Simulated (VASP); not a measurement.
Input of a VASP 6.6.1 run:

File INCAR:

```
ALGO     = Normal         # electronic algorithm
EDIFF    = 1E-6           # SCF threshold, eV
ENCUT    = 520            # plane-wave cutoff, eV
GGA      = PE             # functional
ISIF     = 2              # what is computed and relaxed
ISMEAR   = 0              # smearing method
LASPH    = T              # aspherical terms in the spheres
LCHARG   = F              # write CHGCAR
LREAL    = F              # projectors in reciprocal space
LWAVE    = F              # write WAVECAR
NBANDS   = 34             # bands
NELM     = 100            # most SCF steps
PREC     = Accurate       # precision mode
SIGMA    = 0.1            # smearing width, eV
```

The input KPOINTS:

```
k-points
0
Gamma
  12 12 6
```

Contents of POSCAR:

```
Ga
1.0
    4.4454648031      0.0000000000      0.0000000000
   -2.2227324016      3.8498854512      0.0000000000
    0.0000000000      0.0000000000      5.5389198189
Ga
4
Direct
    0.6666666667      0.3333333333     -0.0000215338
    0.3333333333      0.6666666667      0.4999784662
    0.6666666667      0.3333333333      0.5000215338
    0.3333333333      0.6666666667      1.0000215338
```

Potentials or basis: VASP PAW PBE potentials, release 64 (Ga_d).

Run with:

```bash
$ cat potpaw_PBE.64/Ga_d/POTCAR > POTCAR
$ mpirun -np 1 vasp_std > vasp.out
```

(1) Predict the band gap on the k mesh.

(2) What does it give for the pressure?

Answers

(1) zero (bands 26 and 27 overlap by 2.09 eV).

(2) 0.1 GPa.
